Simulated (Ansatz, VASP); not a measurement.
# Two plane-wave programs on ZnCu

The input INCAR:

```
ALGO     = Fast           # electronic algorithm
EDIFF    = 1E-6           # SCF threshold, eV
ENCUT    = 520            # plane-wave cutoff, eV
GGA      = PE             # functional
ISIF     = 2              # what is computed and relaxed
ISMEAR   = 0              # smearing method
LASPH    = True           # aspherical terms in the spheres
LCHARG   = False          # write CHGCAR
LREAL    = False          # projectors in reciprocal space
LWAVE    = False          # write WAVECAR
NBANDS   = 18             # bands
NELM     = 100            # most SCF steps
PREC     = Accurate       # precision mode
SIGMA    = 0.15           # smearing width, eV
```

KPOINTS

```
k-points
0
Gamma
  16 16 16
```

File POSCAR:

```
ZnCu
1.0
    3.0278588949      0.2063465992      0.2063465992
    0.2063465992      3.0278588949      0.2063465992
    0.2063465992      0.2063465992      3.0278588949
Zn Cu
1 1
Direct
    0.5000000000      0.5000000000      0.5000000000
    0.0000000000      0.0000000000      0.0000000000
```

Input for Ansatz:

```yaml
crystal:
  lattice:
    - [3.0278588949, 0.2063465992, 0.2063465992]
    - [0.2063465992, 3.0278588949, 0.2063465992]
    - [0.2063465992, 0.2063465992, 3.0278588949]
  atoms:
    - { symbol: Zn, position: [0.5, 0.5, 0.5] }
    - { symbol: Cu, position: [0.0, 0.0, 0.0] }
basis:
  ecutwfc: 520.0
kpoints:
  mp_grid: { grid: [16, 16, 16] }
hamiltonian:
  xc: pbe
scf:
  occupations: { method: gaussian, width: 0.15 }
output:
  forces: true
  stress: true
  eigenvalues: true
  write_density: true
  write_potential: true
  elf: true
  volumetric_format: npy
```

Alike in both runs: task single point; functional PBE; k mesh 16 × 16 × 16; occupations gaussian, width 0.15 eV; no spin polarisation.

|  | VASP | Ansatz |
| --- | --- | --- |
| version | VASP 6.6.1 | Ansatz 0.2.0 |
| potentials or method | VASP PAW PBE potentials, release 64 (Zn, Cu), cutoff 520 eV | scalar-relativistic, plane waves, PAW |
| valence electrons in the cell | 23 | 31 |

```csv
,VASP,Ansatz,Ansatz less VASP
gap on the k mesh at the Fermi level (eV),none,none,-
pressure (GPa),-0.7,-1.2,-0.46
"traceless stress, the component that is largest in VASP (GPa)",-5.19,-5.12,+0.067
```

A gap of «none» marks a metal or a gap that the smearing closes. VASP's potentials hold 23 valence electrons a cell and Ansatz's 31, so a difference there can come from the potentials and not from the codes.
